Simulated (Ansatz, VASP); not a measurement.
# CuSb2 in VASP and in Ansatz

Contents of POSCAR:

```
CuSb2
1.0
    4.0319689635      0.0000000000      0.0000000000
   -2.0159844818      3.4917875497      0.0000000000
    0.0000000000      0.0000000000      4.9605841529
Cu Sb
1 2
Direct
    0.0000000000      0.0000000000      0.0000000000
    0.3333333333      0.6666666667      0.2588614725
    0.6666666667      0.3333333333      0.7411385275
```

The input INCAR.step1:

```
SYSTEM = CuSb2
ALGO     = Normal         ! electronic algorithm
EDIFF    = 1E-4           ! SCF threshold, eV
ENCUT    = 520            ! plane-wave cutoff, eV
GGA      = PE             ! functional
ISMEAR   = 0              ! smearing method
LASPH    = .TRUE.         ! aspherical terms in the spheres
LCHARG   = .FALSE.        ! write CHGCAR
LREAL    = .FALSE.        ! projectors in reciprocal space
LWAVE    = .TRUE.         ! write WAVECAR
NBANDS   = 18             ! bands
NELM     = 60             ! most SCF steps
PREC     = Accurate       ! precision mode
SIGMA    = 0.05           ! smearing width, eV
```

File INCAR.step2:

```
SYSTEM = CuSb2
ALGO     = Normal         ! electronic algorithm
EDIFF    = 1E-7           ! SCF threshold, eV
ENCUT    = 520            ! plane-wave cutoff, eV
ISIF     = 2              ! what is computed and relaxed
ISMEAR   = 0              ! smearing method
ISTART   = 1            
LASPH    = .TRUE.         ! aspherical terms in the spheres
LCHARG   = .FALSE.        ! write CHGCAR
LMIXTAU  = .TRUE.       
LREAL    = .FALSE.        ! projectors in reciprocal space
LWAVE    = .FALSE.        ! write WAVECAR
METAGGA  = R2SCAN         ! meta-GGA
NBANDS   = 18             ! bands
NELM     = 60             ! most SCF steps
PREC     = Accurate       ! precision mode
SIGMA    = 0.05           ! smearing width, eV
```

Contents of KPOINTS:

```
k-points
0
G
  10 10 8
  0 0 0
```

Input for Ansatz:

```yaml
crystal:
  lattice:
    - [4.0319689635, 0.0, 0.0]
    - [-2.0159844818, 3.4917875497, 0.0]
    - [0.0, 0.0, 4.9605841529]
  atoms:
    - { symbol: Cu, position: [0.0, 0.0, 0.0] }
    - { symbol: Sb, position: [0.3333333333, 0.6666666667, 0.2588614725] }
    - { symbol: Sb, position: [0.6666666667, 0.3333333333, 0.7411385275] }
basis:
  ecutwfc: 500
  ecutrho_ratio: 4
kpoints:
  mp_grid: { grid: [10, 10, 8] }
hamiltonian:
  xc: r2scan
scf:
  occupations: { method: gaussian, width: 0.05 }
output:
  forces: true
  stress: true
  eigenvalues: true
  populations: true
  write_density: true
  write_potential: true
  elf: true
  volumetric_format: npy
```

Alike in both runs: task single point; functional r2SCAN; k mesh 10 × 10 × 8; occupations gaussian, width 0.05 eV; no spin polarisation.

```csv
,VASP,Ansatz
version,VASP 6.6.1,Ansatz 0.2.0
potentials or method,"VASP PAW PBE potentials, release 64 (Cu, Sb), cutoff 520 eV","scalar-relativistic, plane waves, PAW"
valence electrons in the cell,21,49
```

Ansatz gave:

* gap on the k mesh at the Fermi level (eV): none
* pressure (GPa): -1.8
* rms of the force components (eV/Å): 0.083

**Question.** What did VASP give for the same quantities?

**Answer.** gap on the k mesh at the Fermi level (eV): none; pressure (GPa): -1.8; rms of the force components (eV/Å): 0.070.

VASP's potentials were made for PBE, not for r2SCAN. Atom by atom the forces differ by 0.013 eV/Å (rms over components). A gap of «none» marks a metal or a gap that the smearing closes. VASP's potentials hold 21 valence electrons a cell and Ansatz's 49, so a difference there can come from the potentials and not from the codes.

Neither program's run includes spin-orbit coupling.
